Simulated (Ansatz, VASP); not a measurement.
NaCl in VASP and in Ansatz

The input POSCAR:

```
NaCl
1.0
    3.4477833838      0.0000000000      0.0000000000
    0.0000000000      3.4477833838      0.0000000000
    0.0000000000      0.0000000000      3.4610495336
Na Cl
1 1
Direct
    0.0000000000      0.0000000000      0.0000000000
    0.5000000000      0.5000000000      0.5000000000
```

Contents of INCAR.step1:

```
  ALGO = Normal
  EDIFF = 1E-4
  ENCUT = 520
  GGA = PE
  ISMEAR = 0
  LASPH = True
  LCHARG = False
  LREAL = False
  LWAVE = True
  NBANDS = 14
  NELM = 80
  PREC = Accurate
  SIGMA = 0.01
```

Contents of INCAR.step2:

```
  ALGO = Normal
  EDIFF = 1E-7
  ENCUT = 520
  ISIF = 2
  ISMEAR = 0
  ISTART = 1
  LASPH = True
  LCHARG = False
  LMIXTAU = True
  LREAL = False
  LWAVE = False
  METAGGA = R2SCAN
  NBANDS = 14
  NELM = 80
  PREC = Accurate
  SIGMA = 0.01
```

Contents of KPOINTS:

```
k-points
0
Gamma
  8 8 8
```

Input for Ansatz:

```yaml
crystal:
  lattice:
    - [3.4477833838, 0.0, 0.0]
    - [0.0, 3.4477833838, 0.0]
    - [0.0, 0.0, 3.4610495336]
  atoms:
    - { symbol: Na, position: [0.0, 0.0, 0.0] }
    - { symbol: Cl, position: [0.5, 0.5, 0.5] }
kpoints:
  mp_grid: { grid: [8, 8, 8] }
  band_path:
    path: [[0.0, 0.0, 0.0], [0.0, 0.5, 0.0], [0.5, 0.5, 0.0], [0.5, 0.5, 0.5]]
    npoints: 1
hamiltonian:
  xc: r2scan
scf:
  occupations: { method: fixed }
  n_extra_bands: 4
output:
  forces: true
  stress: true
  eigenvalues: true
```

Change from the starting cell: epitaxial_xy strain -0.3%.

Alike in both runs: task single point; functional r2SCAN; k mesh 8 × 8 × 8; no spin polarisation.

```csv
,VASP,Ansatz
version,VASP 6.6.1,Ansatz 0.2.0
potentials or method,"VASP PAW PBE potentials, release 64 (Na_pv, Cl)","plane waves, PAW"
plane-wave cutoff (eV),520,500
occupations,"gaussian, width 0.01 eV",fixed
valence electrons in the cell,14,16
```

|  | VASP | Ansatz | Ansatz less VASP |
| --- | --- | --- | --- |
| gap on the k mesh at the Fermi level (eV) | 4.97 | 4.93 | -0.035 |
| pressure (GPa) | -0.1 | 0.2 | +0.30 |
| traceless stress, the component that is largest in VASP (GPa) | -0.24 | -0.22 | +0.013 |

VASP's potentials were made for PBE, not for r2SCAN. VASP's potentials hold 14 valence electrons a cell and Ansatz's 16, so a difference there can come from the potentials and not from the codes.
